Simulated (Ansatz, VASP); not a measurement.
RbBr: VASP beside Ansatz

```
CELL_PARAMETERS angstrom
0.00000 3.54667 3.54667
3.54667 0.00000 3.54667
3.54667 3.54667 0.00000
ATOMIC_POSITIONS crystal
Rb 0.00000 0.00000 0.00000
Br 0.50000 0.50000 0.50000
```

Alike in both runs: task single point; functional PBE; k mesh 6 × 6 × 6; occupations gaussian, width 0.02 eV; no spin polarisation.

```csv
,VASP,Ansatz
version,VASP 6.6.1,Ansatz 0.2.0
potentials or method,"VASP PAW PBE potentials, release 64 (Rb_sv, Br), cutoff 520 eV","scalar-relativistic, plane waves, PAW"
valence electrons in the cell,16,16
```

VASP gave:

```
gap on the k mesh at the Fermi level (eV) : 4.11
least direct gap on the mesh (eV)         : 4.11
pressure (GPa)                            : -0.3
```

**Question.** Which values does Ansatz return?

**Answer.** gap on the k mesh at the Fermi level (eV): 4.12; least direct gap on the mesh (eV): 4.12; pressure (GPa): -0.4.
